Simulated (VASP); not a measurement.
# ZnS (P2_1) in VASP: a series of runs

Runs on ZnS. Level: PBE. Tasks: single point.

All numbers are computed with VASP 6.6.1; they aren't measurements. Logs are shortened: lines on timing, memory, paths and dates and some standing lists are left out, and cuts for length are marked.

### Step 1. The cell of the first run

The structure is monoclinic, space group P2_1 (No. 4). The conventional cell has a = 3.846 Å, b = 6.304 Å, c = 3.846 Å, α = 90.00°, β = 120.00°, γ = 90.00°. Zn (site symmetry 1) has 4 S at 2.33 to 2.39 Å within 3.1 Å. Within 3.1 Å of S (site symmetry 1) lie 4 Zn at 2.33 to 2.39 Å.

### Step 2. Single point, PBE (atoms displaced along several vibrational modes)

Contents of INCAR:

```
ALGO = Normal
EDIFF = 1E-7
ENCUT = 520
GGA = PE
ISIF = 2
ISMEAR = 0
LASPH = T
LCHARG = F
LREAL = F
LWAVE = F
NBANDS = 26
NELM = 100
PREC = Accurate
SIGMA = 0.05
```

Contents of KPOINTS:

```
k-points
0
Gamma
  9 9 4
```

Contents of POSCAR:

```
ZnS
1.0
    3.8455587354      0.0000000000      0.0000000000
   -1.9227793677      3.3303515566      0.0000000000
    0.0000000000      0.0000000000      6.3037246812
Zn S
2 2
Direct
    0.2869263831      0.6078140210      0.0052003729
    0.7130736169      0.3921859790      0.5052003729
    0.3708347760      0.7142254721      0.3797996271
    0.6291652240      0.2857745279      0.8797996271
```

Potentials or basis: VASP PAW PBE potentials, release 64 (Zn, S).

Run with:

```console
$ cat potpaw_PBE.64/Zn/POTCAR potpaw_PBE.64/S/POTCAR > POTCAR
$ mpirun -np 1 vasp_std > vasp.out
```

OUTCAR:

```text
EDIFF = 1E-7
   ENCUT = 520
   GGA = PE
   ISIF = 2
   ISMEAR = 0
   LASPH = T
   LREAL = F
   NELM = 100
   PREC = Accurate

 ion  position               nearest neighbor table
   1  0.287  0.608  0.005-   4 2.33   4 2.35   3 2.39   4 2.39
   2  0.713  0.392  0.505-   3 2.33   3 2.35   4 2.39   3 2.39
   3  0.371  0.714  0.380-   2 2.33   2 2.35   1 2.39   2 2.39
   4  0.629  0.286  0.880-   1 2.33   1 2.35   2 2.39   1 2.39

  LATTYP: Found a hexagonal cell.
 ALAT       =     3.8455587354
 C/A-ratio  =     1.6392220520

  Lattice vectors:

 A1 = (   3.8455587354,   0.0000000000,   0.0000000000)
 A2 = (  -1.9227793677,   3.3303515566,   0.0000000000)
 A3 = (   0.0000000000,   0.0000000000,   6.3037246812)

Analysis of symmetry for initial positions (statically):
=====================================================================
 Subroutine PRICEL returns:
 Original cell was already a primitive cell.

 Routine SETGRP: Setting up the symmetry group for a
 hexagonal supercell.

 Subroutine GETGRP returns: Found  2 space group operations
 (whereof  1 operations were pure point group operations)
 out of a pool of 24 trial point group operations.

The static configuration has the point symmetry C_1 .
 The point group associated with its full space group is C_2 .

Analysis of symmetry for dynamics (positions and initial velocities):
=====================================================================
 Subroutine PRICEL returns:
 Original cell was already a primitive cell.

 Routine SETGRP: Setting up the symmetry group for a
 hexagonal supercell.

 Subroutine GETGRP returns: Found  2 space group operations
 (whereof  1 operations were pure point group operations)
 out of a pool of 24 trial point group operations.

The dynamic configuration has the point symmetry C_1 .
 The point group associated with its full space group is C_2 .

 Subroutine INISYM returns: Found  2 space group operations
 (whereof  1 operations are pure point group operations),
 and found     1 'primitive' translations

----------------------------------------------------------------------------------------

                                     Primitive cell

  volume of cell :      80.7322

[... 82 lines left out ...]
 SYSTEM =  unknown system
   PREC   = accura    normal or accurate (medium, high low for compatibility)
   ISTART =      0    job   : 0-new  1-cont  2-samecut
   ICHARG =      2    charge: 1-file 2-atom 10-const
   ISPIN  =      1    spin polarized calculation?
   LNONCOLLINEAR =      F non collinear calculations
   LSORBIT =      F    spin-orbit coupling
   LASPH  =      T    aspherical Exc in radial PAW
   ENCUT  =  520.0 eV  38.22 Ry    6.18 a.u.   7.15  7.15 11.72*2*pi/ulx,y,z
   NELM   =    100;   NELMIN=  2; NELMDL= -5     # of ELM steps
   EDIFF  = 0.1E-06   stopping-criterion for ELM
   LREAL  =      F    real-space projection
   EDIFFG = 0.1E-05   stopping-criterion for IOM
   NSW    =      0    number of steps for IOM
   IBRION =     -1    ionic relax: 0-MD 1-quasi-New 2-CG
   NFREE  =      0    steps in history (QN), initial steepest desc. (CG)
   ISIF   =      2    stress and relaxation
   ISYM   =      2    0-nonsym 1-usesym 2-fastsym
   POTIM  = 0.5000    time-step for ionic-motion
   TEBEG  =    0.0;   TEEND  =   0.0 temperature during run
   PSTRESS=    0.0 pullay stress
   NELECT =      36.0000    total number of electrons
   NUPDOWN=      -1.0000    fix difference up-down
   EMIN   =  10.00;   EMAX   =-10.00  energy-range for DOS
   EFERMI =   0.00;   METHOD = LEGACY
   ISMEAR =     0;   SIGMA  =   0.05  broadening in eV -4-tet -1-fermi 0-gaus
   EFERMI_NEDOS =   21; number of points for ismear=-14 and -15
   IALGO  =     38    algorithm
   IMIX   =      4    mixing-type and parameters
     AMIX     =   0.40;   BMIX     =  1.00
     AMIX_MAG =   1.60;   BMIX_MAG =  1.00
  volume/ion in A,a.u.               =      20.18       136.20
  Fermi-wavevector in a.u.,A,eV,Ry     =   1.250720  2.363518 21.283599  1.564300
  Thomas-Fermi vector in A             =   2.384701
   LORBIT       =      0    0 simple, 1 ext, 2 COOP (PROOUT), +10 PAW based schemes
   GGA     = PE    functional components
   LHFCALC =     F    Hartree Fock is set to
   AEXX    =    0.0000 exact exchange contribution
   IVDW    =     0    specifies the selected vdW correction
   LEPSILON=     F    determine dielectric tensor
   LRPA    =     F    only Hartree local field effects (RPA)
 non-spin polarized calculation
 Gauss-broadening in eV      SIGMA  =   0.05
  energy-cutoff  :      520.00
  volume of cell :       80.73
 maximum number of plane-waves:      2208
 NGX is ok and might be reduce to    30
   NGX = 15   NGY = 15   NGZ = 23

 number of electron      35.9999995 magnetization

 Free energy of the ion-electron system (eV)
  ---------------------------------------------------
  ext. energy  EPLUGINS =         0.00000000
  ---------------------------------------------------
  free energy    TOTEN  =       -13.62622529 eV

  energy without entropy =      -13.62622529  energy(sigma->0) =      -13.62622529

 E-fermi :   2.1755     XC(G=0):  -9.5304

 val. band max:        1.9447731128   @ k =   0.0000   0.0000   0.0000
 cond. band min:       3.9426842814   @ k =   0.0000   0.0000   0.0000
 fundamental gap:      1.9979111686
 Fermi energy:         2.1754682257

 k-point     1 :       0.0000    0.0000    0.0000
  band No.  band energies     occupation
      1     -11.0751      2.00000
      2     -10.1767      2.00000
      3      -4.3739      2.00000
      4      -4.3504      2.00000
      5      -4.2838      2.00000
      6      -4.2527      2.00000
[... 685 lines left out ...]
     25      10.5540      0.00000
     26      11.7854      0.00000

 [... further k-points ...]
[... 5 lines left out ...]
  --------------------------------------------------------------------------------------
  -------------------------------------------------------------------------------------
  Total       -0.0998313      0.1520793     -0.2876845     -0.1012841      0.0000000      0.0000000
  in kB       -1.9812109      3.0181018     -5.7092655     -2.0100418      0.0000000      0.0000000
  external PRESSURE =      -1.5574582 kB  Pullay stress =       0.0000000 kB

 VOLUME and BASIS-vectors are now :
 -----------------------------------------------------------------------------
  energy-cutoff  :      520.00
  volume of cell :       80.73
      direct lattice vectors                 reciprocal lattice vectors
     3.845558735  0.000000000  0.000000000     0.260040236  0.150134300  0.000000000
    -1.922779368  3.330351557  0.000000000     0.000000000  0.300268600  0.000000000
     0.000000000  0.000000000  6.303724681     0.000000000  0.000000000  0.158636370

 POSITION                                       TOTAL-FORCE (eV/Angst)
 -----------------------------------------------------------------------------------
     -0.06530      2.02423      0.03278         0.099702      0.220074      0.088338
      1.98808      1.30612      3.18464        -0.099702     -0.220074      0.088338
      0.05277      2.37862      2.39415        -0.021098     -0.116239     -0.088338
      1.87001      0.95173      5.54601         0.021098      0.116239     -0.088338
 -----------------------------------------------------------------------------------
    total drift:                                0.000000      0.000000     -0.000406

  FREE ENERGIE OF THE ION-ELECTRON SYSTEM (eV)
  ---------------------------------------------------
  free  energy   TOTEN  =       -13.6262252932 eV

  energy  without entropy=      -13.6262252932  energy(sigma->0) =      -13.62622529
```

Wall time 1.7 min (1 thread of Intel Xeon 6975P-C (Granite Rapids), shared host); peak memory 0.34 GiB.

Results:

* Free energy: -13.6262 eV
* Pressure: -0.2 GPa
* Largest force: 0.257 eV/Å
* Band gap on the k mesh: 2.00 eV

Forces in eV/Å, atoms in the order of the input:
```
Zn   0.100  0.220  0.088
Zn  -0.100 -0.220  0.088
S   -0.021 -0.116 -0.088
S    0.021  0.116 -0.088
```

Levels at points of the mesh, in eV from the valence-band top:
| k point | band 16 | band 17 | band 18 | band 19 | band 20 | band 21 |
| --- | --- | --- | --- | --- | --- | --- |
| (0.00, 0.00, 0.00) | -0.14 | -0.06 | 0.00 | 2.00 | 3.06 | 5.98 |
| (0.00, 0.00, 0.50) | -0.52 | -0.43 | -0.43 | 3.41 | 3.41 | 6.46 |

Caveat: the cell differs from its parent crystal (atoms displaced along several vibrational modes).

### Step 3. Single point, PBE (atoms displaced along several vibrational modes)

Contents of INCAR:

```
PREC = Accurate ; ENCUT = 520
EDIFF = 1E-7 ; ISMEAR = 0
SIGMA = 0.05 ; LREAL = False
LASPH = True ; NELM = 100
ALGO = Normal ; ISIF = 2
LWAVE = False ; LCHARG = True
GGA = PE ; LELF = True
LVHAR = True ; NBANDS = 26
```

Contents of KPOINTS:

```
Automatic mesh
0
Gamma
  9 9 4
```

Contents of POSCAR:

```
ZnS
1.0
    3.8455587354      0.0000000000      0.0000000000
   -1.9227793677      3.3303515566      0.0000000000
    0.0000000000      0.0000000000      6.3037246812
Zn S
2 2
Direct
    0.3359752590      0.7059117727      0.0052003729
    0.6640247410      0.2940882273      0.5052003729
    0.3311983940      0.6349527081      0.3797996271
    0.6688016060      0.3650472919      0.8797996271
```

Potentials or basis: VASP PAW PBE potentials, release 64 (Zn, S).

Run with:

```console
$ cat potpaw_PBE.64/Zn/POTCAR potpaw_PBE.64/S/POTCAR > POTCAR
$ mpirun -np 1 vasp_std > vasp.out
```

It took 2.1 min on 1 thread of Intel Xeon 6975P-C (Granite Rapids), shared host; peak memory 0.34 GiB.

It converged, with:

| Quantity | Value |
| --- | --- |
| Free energy | -13.6599 eV |
| Pressure | 0.0 GPa |
| Largest force | 0.187 eV/Å |
| Band gap on the k mesh | 2.01 eV |

Forces in eV/Å, atoms in the order of the input:
```
Zn   0.067 -0.168  0.047
Zn  -0.067  0.168  0.047
S   -0.040  0.057 -0.047
S    0.040 -0.057 -0.047
```

Stress tensor (GPa, compression positive):
```
 0.38 -0.07  0.00
-0.07 -0.18  0.00
 0.00  0.00 -0.22
```

Levels at points of the mesh, in eV from the valence-band top:
```tsv
k point	band 14	band 15	band 16	band 17	band 18	band 19	band 20	band 21	band 22	band 23
(0.00, 0.00, 0.00)	-0.91	-0.84	-0.12	-0.09	0.00	2.01	3.03	6.05	6.50	6.56
(0.00, 0.00, 0.50)	-2.84	-0.52	-0.52	-0.45	-0.45	3.42	3.42	6.51	6.51	6.72
```

Caveat: the cell differs from its parent crystal (atoms displaced along several vibrational modes).

### Step 4. Single point, PBE (atoms displaced along several vibrational modes)

Contents of INCAR:

```
SYSTEM = ZnS
  PREC = Accurate
  ENCUT = 520
  EDIFF = 1E-7
  ISMEAR = 0
  SIGMA = 0.05
  LREAL = .FALSE.
  LASPH = .TRUE.
  NELM = 100
  ALGO = Normal
  ISIF = 2
  LWAVE = .FALSE.
  LCHARG = .TRUE.
  GGA = PE
  LELF = .TRUE.
  LVHAR = .TRUE.
  NBANDS = 26
```

Contents of KPOINTS:

```
regular mesh
0
G
  9 9 4
  0 0 0
```

Contents of POSCAR:

```
ZnS
1.0
    3.8455587354      0.0000000000      0.0000000000
   -1.9227793677      3.3303515566      0.0000000000
    0.0000000000      0.0000000000      6.3037246812
Zn S
2 2
Direct
    0.3163527059      0.6666666667      0.0052003729
    0.6836472941      0.3333333333      0.5052003729
    0.3470553733      0.6666666667      0.3797996271
    0.6529446267      0.3333333333      0.8797996271
```

Run with:

```console
$ cat potpaw_PBE.64/Zn/POTCAR potpaw_PBE.64/S/POTCAR > POTCAR
$ mpirun -np 1 vasp_std > vasp.out
```

Run time: 1.7 min. Hardware: 1 thread of Intel Xeon 6975P-C (Granite Rapids), shared host; peak memory 0.34 GiB.

It converged, with:

* Free energy: -13.6871 eV
* Pressure: 0.1 GPa
* Largest force: 0.078 eV/Å
* Band gap on the k mesh: 2.06 eV

Forces on the atoms (eV/Å):
```
Zn   0.077  0.003  0.011
Zn  -0.077 -0.003  0.011
S   -0.030  0.002 -0.011
S    0.030 -0.002 -0.011
```

Stress tensor (GPa, compression positive):
```
 0.11 -0.12  0.00
-0.12  0.14  0.00
 0.00  0.00  0.08
```

Levels at points of the mesh, in eV from the valence-band top:
| k point | band 14 | band 15 | band 16 | band 17 | band 18 | band 19 | band 20 | band 21 | band 22 | band 23 |
| --- | --- | --- | --- | --- | --- | --- | --- | --- | --- | --- |
| (0.00, 0.00, 0.00) | -0.89 | -0.86 | -0.09 | -0.05 | 0.00 | 2.06 | 3.03 | 6.19 | 6.43 | 6.56 |
| (0.00, 0.00, 0.50) | -2.82 | -0.48 | -0.48 | -0.45 | -0.45 | 3.45 | 3.45 | 6.64 | 6.64 | 6.75 |

Caveat: the cell differs from its parent crystal (atoms displaced along several vibrational modes).

### Step 5. Overview

```csv
cell,gap on the mesh (eV),pressure (GPa),largest force (eV/Å)
"as given, atomic positions A",2.00,-0.2,0.26
"as given, atomic positions B",2.01,0.0,0.19
"as given, atomic positions C",2.06,0.1,0.08
```

Alike in all rows: task single point; level PBE; potentials or basis VASP PAW PBE potentials, release 64 (Zn, S); no spin polarisation; k mesh 9 × 9 × 4; cutoff (eV) 520; smearing gaussian 0.05 eV.

Total energies depend on the potentials used, so only differences within one code and one set of settings carry meaning.
